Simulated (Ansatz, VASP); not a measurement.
Two plane-wave programs on GaH

```
Ga H
1.0
    -3.33762    3.33762    3.33762
     3.33762   -3.33762    3.33762
     3.33762    3.33762   -3.33762
Ga H
6 6
Direct
  0.25000 0.62500 0.37500
  0.37500 0.25000 0.62500
  0.75000 0.87500 0.12500
  0.12500 0.75000 0.87500
  0.62500 0.37500 0.25000
  0.87500 0.12500 0.75000
  0.62500 0.75000 0.37500
  0.25000 0.12500 0.87500
  0.87500 0.25000 0.12500
  0.75000 0.37500 0.62500
  0.37500 0.62500 0.75000
  0.12500 0.87500 0.25000
```

Alike in both runs: task relaxation of cell and atoms; functional PBE; k mesh 6 × 6 × 6; occupations gaussian, width 0.1 eV; no spin polarisation.

```csv
,VASP,Ansatz
version,VASP 6.6.1,Ansatz 0.2.0
potentials or method,"VASP PAW PBE potentials, release 64 (Ga_d, H), cutoff 600 eV","scalar-relativistic, plane waves, PAW"
valence electrons in the cell,84,84
```

|  | VASP | Ansatz | Ansatz less VASP |
| --- | --- | --- | --- |
| gap on the k mesh at the Fermi level, each at its own relaxed structure (eV) | none | none | - |
| relaxed volume (Å³/atom) | 12.39 | 12.28 | -0.118 |
| relaxed length of the cell vector where the two differ most in proportion (Å) | 5.781 | 5.762 | -0.0184 |

A gap of «none» marks a metal or a gap that the smearing closes.

Noted on VASP's run: the relaxation stopped at its first step, so nothing moved.
